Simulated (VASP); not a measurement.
The system is HfNbSe4.

```
CELL_PARAMETERS angstrom
5.60350 0.00000 0.00000
-2.80175 4.85277 0.00000
0.00000 0.00000 4.69081
ATOMIC_POSITIONS crystal
Hf 0.33333 0.66667 0.00000
Nb 0.66667 0.33333 0.00000
Se 0.00000 0.00000 0.00000
Se 0.34380 0.17190 0.50000
Se 0.82810 0.17190 0.50000
Se 0.82810 0.65620 0.50000
```

```yaml
Program: VASP 6.6.1
Task: relaxation of cell and atoms
Functional: PBE
Potentials_or_basis: VASP PAW PBE potentials, release 64 (Hf_pv, Nb_sv, Se)
Cutoff: 600 eV
k_mesh: 6 × 6 × 4
Occupations: gaussian, width 0.1 eV
Spin: no spin polarisation
```

At the start: pressure -0.7 GPa; volume 21.26 Å³/atom.

Problem. How do energy, volume and symmetry change on relaxing?

Solution. Over 6 steps the energy falls by 11.7 meV/atom and the volume is 21.07 Å³/atom (-0.9 %); space group P-6m2 (No. 187, to 0.05 Å).

Step by step:
| step | energy change (eV) | largest force (eV/Å) | pressure (GPa) | volume (Å³) |
| --- | --- | --- | --- | --- |
| 1 | 0.0000 | 0.1681 | -0.67 | 127.55 |
| 2 | -0.0527 | 0.1930 | 0.47 | 125.88 |
| 3 | -0.0557 | 0.2961 | 0.85 | 125.40 |
| 4 | -0.0688 | 0.1009 | -0.28 | 126.95 |
| 5 | -0.0689 | 0.1170 | -0.20 | 126.82 |
| 6 | -0.0703 | 0.0071 | 0.02 | 126.40 |

Final structure:
```yaml
crystal:
  lattice:
    - [5.49100, 0.00000, 0.00000]
    - [-2.74550, 4.75535, 0.00000]
    - [0.00000, 0.00000, 4.84074]
  atoms:
    - { symbol: Hf, position: [0.33333, 0.66667, 0.00000] }
    - { symbol: Nb, position: [0.66667, 0.33333, 0.00000] }
    - { symbol: Se, position: [0.00000, 0.00000, 0.00000] }
    - { symbol: Se, position: [0.34224, 0.17112, 0.50000] }
    - { symbol: Se, position: [0.82888, 0.17112, 0.50000] }
    - { symbol: Se, position: [0.82888, 0.65776, 0.50000] }
```
